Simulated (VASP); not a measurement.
**H3OF: single point with PBE+D3(BJ)**

H3OF:

```
CELL_PARAMETERS angstrom
7.46502 0.00000 0.00000
0.00000 7.46502 0.00000
0.00000 0.00000 7.46502
ATOMIC_POSITIONS crystal
F 0.95408 0.40601 0.81484
F 0.76999 0.98561 0.79814
F 0.51985 0.52339 0.82146
F 0.22390 0.80636 0.41306
F 0.98370 0.80477 0.93768
H 0.98048 0.34107 0.92913
H 0.79451 0.06880 0.90004
H 0.51803 0.64044 0.76081
H 0.10259 0.78474 0.47508
H 0.90429 0.83879 0.83169
H 0.86763 0.73389 0.51444
H 0.97784 0.58430 0.61082
H 0.58300 0.36431 0.28273
H 0.69864 0.30355 0.44363
H 0.82163 0.22455 0.15905
H 0.98002 0.09139 0.11279
H 0.53049 0.94343 0.73654
H 0.36625 0.83495 0.62532
H 0.27558 0.60561 0.13970
H 0.41041 0.47946 0.02717
O 0.96798 0.70574 0.59425
O 0.69171 0.29552 0.31642
O 0.88836 0.16261 0.04883
O 0.49627 0.82996 0.66418
O 0.32021 0.48060 0.12334
```

| Item | Value |
| --- | --- |
| Program | VASP 6.6.1 |
| Task | single point |
| Functional | PBE |
| Dispersion | D3(BJ) |
| Potentials or basis | VASP PAW PBE potentials, release 64 (F, H, O) |
| Cutoff | 520 eV |
| k mesh | 1 × 1 × 1 |
| Occupations | fermi-dirac, width 0.05 eV |
| Spin | no spin polarisation |
| Dipole correction | no |
| Further INCAR settings | ALGO = Normal; EDIFF = 1e-06; NBANDS = 58 |

```json
{
 "Pressure": "-1.2 GPa",
 "Largest force": "4.502 eV/Å",
 "Band gap on the k mesh": "4.27 eV",
 "Dispersion energy per atom": "-0.020 eV"
}
```

Forces on the atoms (eV/Å):
```
F    0.493 -0.596  1.027
F   -0.838  0.718 -0.637
F    0.244 -0.146 -0.227
F   -0.946  0.227  0.287
F   -0.498  0.109 -0.991
H   -0.614  0.503 -1.437
H    0.613 -0.049  0.433
H   -0.128  0.445  0.034
H    1.373 -0.461 -0.054
H    1.354 -0.534  1.943
H   -0.171 -0.502  0.426
H    0.177 -3.488  0.678
H    0.328 -0.300 -0.008
H    0.186 -0.058  1.040
H    0.325 -0.697 -1.381
H   -0.333 -0.080 -0.747
H   -0.637 -2.091 -1.261
H    1.419  0.215  0.114
H    0.613 -1.044 -0.302
H   -0.490  0.577 -0.112
O   -0.743  4.209 -1.413
O   -0.678  0.474 -1.160
O   -0.146  0.979  2.276
O   -0.775  1.201  0.858
O   -0.127  0.391  0.611
```

Stress tensor (GPa, compression positive):
```
-1.52  0.43 -0.26
 0.43 -0.38 -0.38
-0.26 -0.38 -1.81
```

Levels at points of the mesh, in eV from the valence-band top:
| k point | band 36 | band 37 | band 38 | band 39 | band 40 | band 41 | band 42 | band 43 | band 44 | band 45 |
| --- | --- | --- | --- | --- | --- | --- | --- | --- | --- | --- |
| (0.00, 0.00, 0.00) | -1.46 | -1.45 | -1.18 | -0.96 | 0.00 | 4.27 | 6.63 | 6.81 | 6.96 | 7.38 |

Wall time 32 s on 1 thread of Intel(R) Xeon(R) 6975P-C (Granite Rapids), with other jobs on the host, peak memory 0.39 GiB.

Caveat: the k points lie up to 0.84 Å⁻¹ apart.
